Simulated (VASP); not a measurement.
A run of VASP 6.6.1 is set up as follows.

INCAR

```
PREC = Accurate
ENCUT = 520
EDIFF = 1E-7
ISMEAR = 0
SIGMA = 0.15
LREAL = F
LASPH = T
NELM = 80
ALGO = Fast
ISIF = 2
LWAVE = F
LCHARG = F
GGA = PS
NBANDS = 26
```

The input KPOINTS:

```
regular mesh
0
Gamma
  10 10 10
```

POSCAR

```
Al2Cu
1.0
   -2.9965086402      2.9965086402      2.4621000000
    2.9965086402     -2.9965086402      2.4621000000
    2.9965086402      2.9965086402     -2.4621000000
Al Cu
4 2
Direct
    0.1593210787      0.6593210787      0.8186421574
    0.6593210787      0.8406789213      0.5000000000
    0.8406789213      0.3406789213      0.1813578426
    0.3406789213      0.1593210787      0.5000000000
    0.7500000000      0.7500000000      0.0000000000
    0.2500000000      0.2500000000      0.0000000000
```

Potentials or basis: VASP PAW PBE potentials, release 64 (Al, Cu).

Run with:

```sh
$ cat potpaw_PBE.64/Al/POTCAR potpaw_PBE.64/Cu/POTCAR > POTCAR
$ mpirun -np 1 vasp_std > vasp.out
```

Task: Estimate the band gap on the k mesh.

Result: Zero (bands 17 and 18 overlap by 4.17 eV).

Task: Predict the pressure.

Result: -1.7 GPa.

Task: What does it give for the largest force?

Result: 0.064 eV/Å.

Stress tensor (GPa, compression positive):
```
-0.83  0.00  0.00
 0.00 -0.83  0.00
 0.00  0.00 -3.41
```

Caveat: the PAW data sets were made with another functional, which shifts forces and pressure a little.
